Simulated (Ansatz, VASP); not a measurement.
# Si: VASP beside Ansatz

Contents of POSCAR:

```
Si
1.0
    0.0000000000      2.7218511865      2.7218511865
    2.7218511865      0.0000000000      2.7218511865
    2.7218511865      2.7218511865      0.0000000000
Si
2
Direct
    0.2500000000      0.2500000000      0.2500000000
    0.0000000000      0.0000000000      0.0000000000
```

INCAR.step1

```
PREC = Accurate
ENCUT = 600
ISMEAR = 0
SIGMA = 0.02
LREAL = F
LASPH = T
NELM = 60
GGA = PE
ALGO = Normal
EDIFF = 1E-4
LWAVE = T
LCHARG = F
```

File INCAR.step2:

```
PREC = Accurate
ENCUT = 600
EDIFF = 1E-6
ISMEAR = 0
SIGMA = 0.02
LREAL = F
LASPH = T
NELM = 60
ALGO = Normal
ISIF = 3
LWAVE = F
LCHARG = F
METAGGA = R2SCAN
LMIXTAU = T
IBRION = 2
NSW = 100
EDIFFG = -0.01
ISTART = 1
```

File KPOINTS:

```
regular mesh
0
Gamma
  8 8 8
```

Input for Ansatz:

```yaml
crystal:
  lattice:
    - [0.0, 2.7218511865, 2.7218511865]
    - [2.7218511865, 0.0, 2.7218511865]
    - [2.7218511865, 2.7218511865, 0.0]
  atoms:
    - { symbol: Si, position: [0.25, 0.25, 0.25] }
    - { symbol: Si, position: [0.0, 0.0, 0.0] }
basis:
  ecutwfc: 500
kpoints:
  mp_grid: { grid: [8, 8, 8] }
hamiltonian:
  xc: r2scan
scf:
  occupations: { method: gaussian, width: 0.02 }
output:
  forces: true
  stress: true
  eigenvalues: true
relax:
  adjacent_minimum: "off"
  f_tol: 0.01
  max_steps: 80
  cell: { stress_tol: 0.05 }
```

Alike in both runs: task relaxation of cell and atoms; functional r2SCAN; k mesh 8 × 8 × 8; occupations gaussian, width 0.02 eV; no spin polarisation.

```csv
,VASP,Ansatz
version,VASP 6.6.1,Ansatz 0.2.0
potentials or method,"VASP PAW PBE potentials, release 64 (Si), cutoff 600 eV","scalar-relativistic, plane waves, PAW"
valence electrons in the cell,8,8
```

VASP gave:

| Property | Result |
| --- | --- |
| gap on the k mesh at the Fermi level, each at its own relaxed structure (eV) | 0.82 |
| relaxed volume (Å³/atom) | 20.12 |
| relaxed length of the cell vector where the two differ most in proportion (Å) | 3.847 |

Which values does Ansatz return?

gap on the k mesh at the Fermi level, each at its own relaxed structure (eV): 0.81; relaxed volume (Å³/atom): 20.16; relaxed length of the cell vector where the two differ most in proportion (Å): 3.849.

VASP's potentials were made for PBE, not for r2SCAN.
